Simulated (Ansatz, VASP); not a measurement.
## Mg: VASP beside Ansatz

Contents of POSCAR:

```
Mg
1.0
    3.2584410917      0.0000998331     -0.0053011352
   -1.6291356878      2.7654455006      0.0113110851
   -0.0086056093      0.0162428380      5.2691986147
Mg
2
Direct
    0.3287800000      0.6679200000      0.2557600000
    0.6667900000      0.3313000000      0.7499600000
```

The input INCAR.step1:

```
PREC = Accurate
ENCUT = 520
ISMEAR = -1
SIGMA = 0.1
LREAL = False
LASPH = True
NELM = 80
NBANDS = 9
GGA = PE
ALGO = Normal
EDIFF = 1E-4
LWAVE = True
LCHARG = False
```

File INCAR.step2:

```
PREC = Accurate
ENCUT = 520
EDIFF = 1E-7
ISMEAR = -1
SIGMA = 0.1
LREAL = False
LASPH = True
NELM = 80
ALGO = Normal
ISIF = 2
LWAVE = False
LCHARG = False
METAGGA = R2SCAN
LMIXTAU = True
NBANDS = 9
ISTART = 1
```

File KPOINTS:

```
Automatic mesh
0
Gamma
  7 7 4
```

Input for Ansatz:

```yaml
crystal:
  lattice:
    - [3.258441091703629, 9.983305478136914e-05, -0.005301135208890701]
    - [-1.6291356877552505, 2.7654455005822722, 0.011311085106729122]
    - [-0.008605609322154019, 0.016242838012928758, 5.269198614666141]
  atoms:
    - { symbol: Mg, position: [0.32878, 0.66792, 0.25576] }
    - { symbol: Mg, position: [0.66679, 0.3313, 0.74996] }
basis:
  ecutwfc: 650.0
  xc_grid: 2
kpoints:
  mp_grid:
    grid: [7, 7, 4]
hamiltonian:
  xc: r2scan
scf:
  convergence:
    dr2_threshold: 1.0e-09
  occupations:
    method: fermi_dirac
output:
  forces: true
  stress: true
```

Alike in both runs: task single point; functional r2SCAN; k mesh 7 × 7 × 4; no spin polarisation.

|  | VASP | Ansatz |
| --- | --- | --- |
| version | VASP 6.6.1 | Ansatz 0.2.0 |
| potentials or method | VASP PAW PBE potentials, release 64 (Mg), cutoff 520 eV | plane waves, PAW |
| occupations | fermi-dirac, width 0.1 eV | fermi-dirac |
| valence electrons in the cell | 4 | 20 |

Ansatz gave:

* pressure (GPa): -1.6
* traceless stress, the component that is largest in VASP (GPa): 1.49
* rms of the force components (eV/Å): 0.054

**Question.** Which values does VASP return?

**Answer.** Pressure (GPa): -1.8; traceless stress, the component that is largest in VASP (GPa): 1.50; rms of the force components (eV/Å): 0.053.

VASP's potentials were made for PBE, not for r2SCAN. Atom by atom the forces differ by 0.001 eV/Å (rms over components). VASP's potentials hold 4 valence electrons a cell and Ansatz's 20, so a difference there can come from the potentials and not from the codes. Ansatz's warnings: stress scf threshold loose.
